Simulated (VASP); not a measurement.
**Pt: single point with PBE**

Crystal: Pt.

```
Pt
1.0
     2.75822    0.00000    0.00000
    -1.37911    2.38869    0.00000
     0.00000    0.00000    4.77959
Pt
2
Direct
  0.33333 0.66667 0.25000
  0.66667 0.33333 0.75000
```

```yaml
Program: VASP 6.6.1
Task: single point
Functional: PBE
Potentials_or_basis: VASP PAW PBE potentials, release 64 (Pt)
Cutoff: 520 eV
k_mesh: 17 × 17 × 9
Occupations: methfessel-paxton, width 0.05 eV
Spin: no spin polarisation
Dipole_correction: no
Further_INCAR_settings: ALGO = Normal; EDIFF = 1e-07; NBANDS = 17
```

* Pressure: -0.4 GPa
* Band gap on the k mesh: zero (band 10 reaches 10.87 eV, above the bottom of band 11 at 9.67 eV)

Levels at points of the mesh, in eV from the Fermi level:
| k point | band 8 | band 9 | band 10 | band 11 | band 12 | band 13 |
| --- | --- | --- | --- | --- | --- | --- |
| (0.00, 0.00, 0.00) | -1.79 | -1.79 | -0.68 | -0.20 | -0.20 | 4.74 |

It took 32 s on 1 thread of Intel(R) Xeon(R) 6975P-C (Granite Rapids) (shared host), peak memory 0.21 GiB.

Caveat: spin-orbit coupling is left out, which moves the levels of the heavy elements.
